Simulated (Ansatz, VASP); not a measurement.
## One calculation of Ir, two programs

The input POSCAR:

```
Ir
1.0
    0.0000000000      1.9197000000      1.8621090000
    1.9197000000      0.0000000000      1.8621090000
    1.9197000000      1.9197000000      0.0000000000
Ir
1
Direct
    0.0000000000      0.0000000000      0.0000000000
```

Contents of INCAR.step1:

```
  PREC = Accurate
  ENCUT = 520
  ISMEAR = 0
  SIGMA = 0.15
  LREAL = False
  LASPH = True
  NELM = 80
  NBANDS = 10
  GGA = PE
  ALGO = Normal
  EDIFF = 1E-4
  LWAVE = True
  LCHARG = False
```

Contents of INCAR.step2:

```
  PREC = Accurate
  ENCUT = 520
  EDIFF = 1E-7
  ISMEAR = 0
  SIGMA = 0.15
  LREAL = False
  LASPH = True
  NELM = 80
  ALGO = Normal
  ISIF = 2
  LWAVE = False
  LCHARG = False
  METAGGA = R2SCAN
  LMIXTAU = True
  NBANDS = 10
  ISTART = 1
```

Contents of KPOINTS:

```
regular mesh
0
Gamma
  22 22 22
```

Input for Ansatz:

```yaml
crystal:
  lattice:
    - [0.0, 1.9197, 1.862109]
    - [1.9197, 0.0, 1.862109]
    - [1.9197, 1.9197, 0.0]
  atoms:
    - { symbol: Ir, position: [0.0, 0.0, 0.0] }
basis:
  ecutwfc: 500
kpoints:
  mp_grid: { grid: [22, 22, 22] }
hamiltonian:
  xc: r2scan
scf:
  occupations: { method: gaussian, width: 0.15 }
output:
  forces: true
  stress: true
  eigenvalues: true
```

Change from the starting cell: strain +0.000 along x and y, -0.030 along z, atoms carried along.

Alike in both runs: task single point; functional r2SCAN; k mesh 22 × 22 × 22; occupations gaussian, width 0.15 eV; no spin polarisation.

```csv
,VASP,Ansatz
version,VASP 6.6.1,Ansatz 0.2.0
potentials or method,"VASP PAW PBE potentials, release 64 (Ir), cutoff 520 eV","scalar-relativistic, plane waves, PAW"
valence electrons in the cell,9,17
```

VASP gave:

- gap on the k mesh at the Fermi level (eV): none
- pressure (GPa): 17.5
- traceless stress, the component that is largest in VASP (GPa): 8.26

What did Ansatz give for the same quantities?

gap on the k mesh at the Fermi level (eV): none; pressure (GPa): 14.5; traceless stress, the component that is largest in VASP (GPa): 8.24.

VASP's potentials were made for PBE, not for r2SCAN. A gap of «none» marks a metal or a gap that the smearing closes. VASP's potentials hold 9 valence electrons a cell and Ansatz's 17, so a difference there can come from the potentials and not from the codes.

Neither program's run includes spin-orbit coupling.
